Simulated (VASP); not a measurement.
Here is a VASP 6.6.1 calculation.

Contents of INCAR:

```
PREC     = Accurate       # precision mode
ENCUT    = 600            # plane-wave cutoff, eV
EDIFF    = 1E-6           # SCF threshold, eV
ISMEAR   = -1             # smearing method
SIGMA    = 0.05           # smearing width, eV
LREAL    = False          # projectors in reciprocal space
LASPH    = True           # aspherical terms in the spheres
NELM     = 80             # most SCF steps
ALGO     = Normal         # electronic algorithm
ISIF     = 3              # what is computed and relaxed
LWAVE    = False          # write WAVECAR
LCHARG   = False          # write CHGCAR
GGA      = PE             # functional
IBRION   = 2              # ionic algorithm
NSW      = 60             # ionic steps
EDIFFG   = -0.005         # ionic threshold
PSTRESS  = 600.0
```

The input KPOINTS:

```
Automatic mesh
0
Gamma
  14 14 14
```

Contents of POSCAR:

```
AlRu
1.0
    0.0000000000      2.2934087766      2.2934087766
    2.2934087766      0.0000000000      2.2934087766
    2.2934087766      2.2934087766      0.0000000000
Ru Al
1 1
Direct
    0.0000000000      0.0000000000      0.0000000000
    0.5000000000      0.5000000000      0.5000000000
```

Potentials or basis: VASP PAW PBE potentials, release 64 (Ru_pv, Al).

The run is started by

```sh
$ cat potpaw_PBE.64/Ru_pv/POTCAR potpaw_PBE.64/Al/POTCAR > POTCAR
$ mpirun -np 1 vasp_std > vasp.out
```

Q: What does it give for the relaxed volume?

A: 12.08 Å³/atom.

Q: Estimate the relaxed cell.

A: a = 3.245 Å, b = 3.245 Å, c = 3.245 Å, α = 60.00°, β = 60.00°, γ = 60.00°.

Q: Estimate the space group after relaxing (to 0.05 Å).

A: Fm-3m (No. 225).

Step by step:
```
step  energy change (eV)  largest force (eV/Å)  pressure (GPa)  volume (Å³)
   1              0.0000                0.0000           60.66        24.13
   2             -0.0644                0.0000           58.02        24.30
   3             -0.0159                0.0000           60.01        24.17
```

Caveat: the cell is relaxed towards a set pressure, so the enthalpy falls and the energy may rise.
